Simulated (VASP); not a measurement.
The system is Fe3Pb.

```xyz
4
Lattice="0.0000 3.0724 3.0724 3.0724 0.0000 3.0724 3.0724 3.0724 0.0000" Properties=species:S:1:pos:R:3 pbc="T T T"
Fe    1.5362    1.5362    1.5362
Fe    4.6085    4.6085    4.6085
Fe    3.0724    3.0724    3.0724
Pb    0.0000    0.0000    0.0000
```

Base run:

```yaml
Program: VASP 6.6.1
Functional: PBE
Potentials_or_basis: VASP PAW PBE potentials, release 64 (Fe, Pb_d)
Cutoff: 520 eV
k_mesh: 12 × 12 × 12
Occupations: gaussian, width 0.1 eV
Spin: collinear spin, ferromagnetic start
Starting_moments: "[4.5, 4.5, 4.5, 0.0] μB"
```

Its results: pressure 0.0 GPa; net moment 6.95 μB per cell; site moments Fe +2.22, +2.65 (each value once); Pb -0.08 μB.

Q: The run is repeated on the same cell with these changes: spin from collinear spin, ferromagnetic start to collinear spin, ferrimagnetic start; moments at the start from [4.5, 4.5, 4.5, 0.0] to [3.0, 3.0, -3.0, 0.0]. What comes out?

A: Pressure 0.1 GPa; net moment 1.24 μB per cell; site moments Fe +1.95, -2.47 (each value once); Pb -0.07 μB.
